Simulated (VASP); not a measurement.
# AsPt (F-43m) in VASP: further runs

Runs on AsPt. Level: PBEsol. Tasks: single point.

All numbers are computed with VASP 6.6.1; they aren't measurements. Logs are shortened: lines on timing, memory, paths and dates and some standing lists are left out, and cuts for length are marked.

**1. The cell of the first run**

It takes space group F-43m (No. 216, cubic). The conventional cell has a = 5.626 Å, b = 5.626 Å, c = 5.626 Å, α = 90.00°, β = 90.00°, γ = 90.00°. Pt (site symmetry -43m) has 4 As at 2.44 Å within 3.2 Å. Within 3.2 Å of As (site symmetry -43m) lie 4 Pt at 2.44 Å.

**2. Single point, PBEsol**

Input file INCAR:

```
SYSTEM = AsPt
ALGO = Normal
EDIFF = 1E-6
ENCUT = 520
GGA = PS
ISIF = 2
ISMEAR = 0
LASPH = .TRUE.
LCHARG = .FALSE.
LREAL = .FALSE.
LWAVE = .FALSE.
NBANDS = 14
NELM = 60
PREC = Accurate
SIGMA = 0.05
```

Input file KPOINTS:

```
k-points
0
G
  12 12 12
  0 0 0
```

Input file POSCAR:

```
AsPt
1.0
    0.0000000000      2.8129469837      2.8129469837
    2.8129469837      0.0000000000      2.8129469837
    2.8129469837      2.8129469837      0.0000000000
Pt As
1 1
Direct
    0.0000000000      0.0000000000      0.0000000000
    0.2500000000      0.2500000000      0.2500000000
```

Potentials or basis: VASP PAW PBE potentials, release 64 (Pt, As).

Run with:

```bash
$ cat potpaw_PBE.64/Pt/POTCAR potpaw_PBE.64/As/POTCAR > POTCAR
$ mpirun -np 1 vasp_std > vasp.out
```

OUTCAR:

```text
SYSTEM = AsPt
   EDIFF = 1E-6
   ENCUT = 520
   GGA = PS
   ISIF = 2
   ISMEAR = 0
   LASPH = .TRUE.
   LREAL = .FALSE.
   NELM = 60
   PREC = Accurate

 ion  position               nearest neighbor table
   1  0.000  0.000  0.000-   2 2.44   2 2.44   2 2.44   2 2.44
   2  0.250  0.250  0.250-   1 2.44   1 2.44   1 2.44   1 2.44

  LATTYP: Found a face centered cubic cell.
 ALAT       =     5.6258939674

  Lattice vectors:

 A1 = (   0.0000000000,   2.8129469837,   2.8129469837)
 A2 = (   2.8129469837,   0.0000000000,   2.8129469837)
 A3 = (   2.8129469837,   2.8129469837,   0.0000000000)

Analysis of symmetry for initial positions (statically):
=====================================================================
 Subroutine PRICEL returns:
 Original cell was already a primitive cell.

 Routine SETGRP: Setting up the symmetry group for a
 face centered cubic supercell.

 Subroutine GETGRP returns: Found 24 space group operations
 (whereof 24 operations were pure point group operations)
 out of a pool of 48 trial point group operations.

The static configuration has the point symmetry T_d .

Analysis of symmetry for dynamics (positions and initial velocities):
=====================================================================
 Subroutine PRICEL returns:
 Original cell was already a primitive cell.

 Routine SETGRP: Setting up the symmetry group for a
 face centered cubic supercell.

 Subroutine GETGRP returns: Found 24 space group operations
 (whereof 24 operations were pure point group operations)
 out of a pool of 48 trial point group operations.

The dynamic configuration has the point symmetry T_d .

 Subroutine INISYM returns: Found 24 space group operations
 (whereof 24 operations are pure point group operations),
 and found     1 'primitive' translations

----------------------------------------------------------------------------------------

                                     Primitive cell

  volume of cell :      44.5158

  direct lattice vectors                    reciprocal lattice vectors
     0.000000000  2.812946984  2.812946984    -0.177749528  0.177749528  0.177749528
     2.812946984  0.000000000  2.812946984     0.177749528 -0.177749528  0.177749528
     2.812946984  2.812946984  0.000000000     0.177749528  0.177749528 -0.177749528

  length of vectors
     3.978107775  3.978107775  3.978107775     0.307871214  0.307871214  0.307871214

  position of ions in fractional coordinates (direct lattice)
     0.000000000  0.000000000  0.000000000
     0.250000000  0.250000000  0.250000000

  ion indices of the primitive-cell ions
   primitive index   ion index
                 1           1
                 2           2

----------------------------------------------------------------------------------------

 KPOINTS: k-points

Automatic generation of k-mesh.
 Grid dimensions read from file:
 generate k-points for:   12   12   12

 Generating k-lattice:

  Cartesian coordinates                     Fractional coordinates (reciprocal lattice)
    -0.014812461  0.014812461  0.014812461     0.083333333  0.000000000  0.000000000
     0.014812461 -0.014812461  0.014812461     0.000000000  0.083333333  0.000000000
     0.014812461  0.014812461 -0.014812461     0.000000000  0.000000000  0.083333333

  Length of vectors
     0.025655935  0.025655935  0.025655935

  Shift w.r.t. Gamma in fractional coordinates (k-lattice)
     0.000000000  0.000000000  0.000000000

 Subroutine IBZKPT returns following result:
 ===========================================

 Found     72 irreducible k-points:

 Following reciprocal coordinates:
            Coordinates               Weight
  0.000000  0.000000  0.000000      1.000000
  0.083333  0.000000  0.000000      8.000000
  0.166667  0.000000  0.000000      8.000000
  0.250000  0.000000  0.000000      8.000000
  0.333333  0.000000  0.000000      8.000000
  0.416667  0.000000  0.000000      8.000000
[... 16 lines left out ...]
  0.500000  0.166667  0.000000     24.000000
 -0.416667  0.166667  0.000000     24.000000
 [... further k-points ...]
   k-points           NKPTS =     72   k-points in BZ     NKDIM =     72   number of bands    NBANDS=     14
   number of dos      NEDOS =    301   number of ions     NIONS =      2
   total plane-waves  NPLWV =  27000
   dimension x,y,z NGX =    30 NGY =   30 NGZ =   30
   dimension x,y,z NGXF=    60 NGYF=   60 NGZF=   60
   ions per type =               1   1
   NGX,Y,Z   is equivalent  to a cutoff of  12.54, 12.54, 12.54 a.u.
   NGXF,Y,Z  is equivalent  to a cutoff of  25.07, 25.07, 25.07 a.u.
 SYSTEM =  AsPt
   PREC   = accura    normal or accurate (medium, high low for compatibility)
   ISTART =      0    job   : 0-new  1-cont  2-samecut
   ICHARG =      2    charge: 1-file 2-atom 10-const
   ISPIN  =      1    spin polarized calculation?
   LNONCOLLINEAR =      F non collinear calculations
   LSORBIT =      F    spin-orbit coupling
   LASPH  =      T    aspherical Exc in radial PAW
   ENCUT  =  520.0 eV  38.22 Ry    6.18 a.u.   7.40  7.40  7.40*2*pi/ulx,y,z
   NELM   =     60;   NELMIN=  2; NELMDL= -5     # of ELM steps
   EDIFF  = 0.1E-05   stopping-criterion for ELM
   LREAL  =      F    real-space projection
   EDIFFG = 0.1E-04   stopping-criterion for IOM
   NSW    =      0    number of steps for IOM
   IBRION =     -1    ionic relax: 0-MD 1-quasi-New 2-CG
   NFREE  =      0    steps in history (QN), initial steepest desc. (CG)
   ISIF   =      2    stress and relaxation
   ISYM   =      2    0-nonsym 1-usesym 2-fastsym
   POTIM  = 0.5000    time-step for ionic-motion
   TEBEG  =    0.0;   TEEND  =   0.0 temperature during run
   PSTRESS=    0.0 pullay stress
   NELECT =      15.0000    total number of electrons
   NUPDOWN=      -1.0000    fix difference up-down
   EMIN   =  10.00;   EMAX   =-10.00  energy-range for DOS
   EFERMI =   0.00;   METHOD = LEGACY
   ISMEAR =     0;   SIGMA  =   0.05  broadening in eV -4-tet -1-fermi 0-gaus
   EFERMI_NEDOS =   21; number of points for ismear=-14 and -15
   IALGO  =     38    algorithm
   IMIX   =      4    mixing-type and parameters
     AMIX     =   0.40;   BMIX     =  1.00
     AMIX_MAG =   1.60;   BMIX_MAG =  1.00
  volume/ion in A,a.u.               =      22.26       150.20
  Fermi-wavevector in a.u.,A,eV,Ry     =   1.139201  2.152778 17.657355  1.297779
  Thomas-Fermi vector in A             =   2.275905
   LORBIT       =      0    0 simple, 1 ext, 2 COOP (PROOUT), +10 PAW based schemes
   GGA     = PS    functional components
   LHFCALC =     F    Hartree Fock is set to
   AEXX    =    0.0000 exact exchange contribution
   IVDW    =     0    specifies the selected vdW correction
   LEPSILON=     F    determine dielectric tensor
   LRPA    =     F    only Hartree local field effects (RPA)
 non-spin polarized calculation
 Gauss-broadening in eV      SIGMA  =   0.05
  energy-cutoff  :      520.00
  volume of cell :       44.52
 maximum number of plane-waves:      1243
 NGX is ok and might be reduce to    30
   NGX = 15   NGY = 15   NGZ = 15

 number of electron      15.0000002 magnetization

 Free energy of the ion-electron system (eV)
  ---------------------------------------------------
  ext. energy  EPLUGINS =         0.00000000
  ---------------------------------------------------
  free energy    TOTEN  =       -12.18797807 eV

  energy without entropy =      -12.18644677  energy(sigma->0) =      -12.18721242

 E-fermi :   5.2853     XC(G=0): -10.4074

 val. band max:        5.2831865195   @ k =   0.4167   0.3333   0.0833
 cond. band min:       5.3028820196   @ k =   0.3333   0.2500   0.0833
 fundamental gap:      0.0196955002
 Fermi energy:         5.2852934580

 k-point     1 :       0.0000    0.0000    0.0000
  band No.  band energies     occupation
      1      -7.4748      2.00000
      2       0.0604      2.00000
      3       0.0604      2.00000
      4       0.0604      2.00000
      5       2.1155      2.00000
      6       2.1155      2.00000
      7       7.5535      0.00000
      8       9.1457      0.00000
      9       9.1457      0.00000
     10       9.1457      0.00000
     11      12.2052      0.00000
     12      12.2052      0.00000
     13      12.2052      0.00000
     14      16.0317      0.00000

 k-point     2 :       0.0833    0.0000    0.0000
  band No.  band energies     occupation
      1      -7.4101      2.00000
      2       0.0083      2.00000
      3       0.0911      2.00000
      4       0.0911      2.00000
      5       2.1053      2.00000
      6       2.1053      2.00000
      7       7.3656      0.00000
      8       8.9600      0.00000
      9       8.9760      0.00000
     10       8.9760      0.00000
     11      12.1117      0.00000
     12      12.3830      0.00000
     13      12.3830      0.00000
     14      16.5881      0.00000

 k-point     3 :       0.1667    0.0000    0.0000
  band No.  band energies     occupation
      1      -7.2271      2.00000
      2      -0.1141      2.00000
      3       0.1719      2.00000
      4       0.1719      2.00000
      5       2.0887      2.00000
      6       2.0887      2.00000
      7       6.5072      0.00000
      8       8.5541      0.00000
      9       8.5541      0.00000
     10       8.8928      0.00000
     11      12.1812      0.00000
     12      12.7938      0.00000
     13      12.7938      0.00000
     14      16.7403      0.00000
[... 324 lines left out ...]
 k-point    23 :       0.5000    0.1667    0.0000
  band No.  band energies     occupation
      1      -6.2640      2.00000
      2      -0.1939      2.00000
      3       0.4479      2.00000
      4       0.6004      2.00000
      5       2.1453      2.00000
      6       2.3046      2.00000
      7       2.8267      2.00000
      8       5.8617      0.00000
      9       6.3613      0.00000
     10      10.2578      0.00000
     11      12.5786      0.00000
     12      14.2923      0.00000
     13      14.7506      0.00000
     14      17.1240      0.00000

 k-point    24 :      -0.4167    0.1667    0.0000
  band No.  band energies     occupation
      1      -6.2418      2.00000
      2      -0.0579      2.00000
      3       0.3539      2.00000
      4       0.5843      2.00000
      5       2.1207      2.00000
      6       2.1995      2.00000
      7       2.8836      2.00000
      8       5.5586      0.00000
      9       6.6373      0.00000
     10      10.2507      0.00000
     11      12.5889      0.00000
     12      14.1112      0.00000
     13      15.3029      0.00000
     14      17.1736      0.00000

 [... further k-points ...]

------------------------ aborting loop because EDIFF is reached ----------------------------------------

  FORCE on cell =-STRESS in cart. coord.  units (eV):
  Direction    XX          YY          ZZ          XY          YZ          ZX
  --------------------------------------------------------------------------------------
  -------------------------------------------------------------------------------------
  Total       -1.2518290     -1.2518290     -1.2518290     -0.0000000     -0.0000000      0.0000000
  in kB      -45.0547886    -45.0547886    -45.0547886     -0.0000000     -0.0000000      0.0000000
  external PRESSURE =     -45.0547886 kB  Pullay stress =       0.0000000 kB

 VOLUME and BASIS-vectors are now :
 -----------------------------------------------------------------------------
  energy-cutoff  :      520.00
  volume of cell :       44.52
      direct lattice vectors                 reciprocal lattice vectors
     0.000000000  2.812946984  2.812946984    -0.177749528  0.177749528  0.177749528
     2.812946984  0.000000000  2.812946984     0.177749528 -0.177749528  0.177749528
     2.812946984  2.812946984  0.000000000     0.177749528  0.177749528 -0.177749528

 POSITION                                       TOTAL-FORCE (eV/Angst)
 -----------------------------------------------------------------------------------
      0.00000      0.00000      0.00000         0.000000      0.000000      0.000000
      1.40647      1.40647      1.40647        -0.000000     -0.000000     -0.000000
 -----------------------------------------------------------------------------------
    total drift:                                0.000000      0.000000      0.000000

  FREE ENERGIE OF THE ION-ELECTRON SYSTEM (eV)
  ---------------------------------------------------
  free  energy   TOTEN  =       -12.1879780712 eV

  energy  without entropy=      -12.1864467687  energy(sigma->0) =      -12.18721242
```

Wall time 24 s (1 thread of Intel Xeon 6975P-C (Granite Rapids), shared host); peak memory 0.2 GiB.

What came out:

```
Free energy : -12.1880 eV
Pressure    : -4.5 GPa
```

Caveat: the PAW data sets were made with another functional, which shifts forces and pressure a little; spin-orbit coupling is left out, which moves the levels of the heavy elements.

**3. Single point, PBEsol**

Input file INCAR:

```
ALGO = Normal ; EDIFF = 1E-6
ENCUT = 520 ; GGA = PS
ISIF = 2 ; ISMEAR = 0
LASPH = T ; LCHARG = F
LREAL = F ; LWAVE = F
NBANDS = 14 ; NELM = 60
PREC = Accurate ; SIGMA = 0.05
```

Input file KPOINTS:

```
k-points
0
Gamma
  12 12 12
```

POSCAR is that of step 2.

Potentials or basis: VASP PAW PBE potentials, release 64 (Pt, As).

Run with:

```bash
$ cat potpaw_PBE.64/Pt/POTCAR potpaw_PBE.64/As/POTCAR > POTCAR
$ mpirun -np 1 vasp_std > vasp.out
```

Wall time 26 s (1 thread of Intel Xeon 6975P-C (Granite Rapids), shared host); peak memory 0.2 GiB.

Results (log left out):

* Free energy: -12.1880 eV
* Pressure: -4.5 GPa

Levels at points of the mesh, in eV from the Fermi level:
```csv
k point,band 5,band 6,band 7,band 8,band 9,band 10
"(0.00, 0.00, 0.00)",-3.17,-3.17,2.27,3.86,3.86,3.86
"(0.50, 0.00, 0.00)",-3.00,-3.00,-2.68,1.69,1.69,3.75
"(0.50, 0.50, 0.00)",-3.06,-2.79,-2.55,-0.80,-0.80,5.05
```

Caveat: the PAW data sets were made with another functional, which shifts forces and pressure a little; spin-orbit coupling is left out, which moves the levels of the heavy elements.
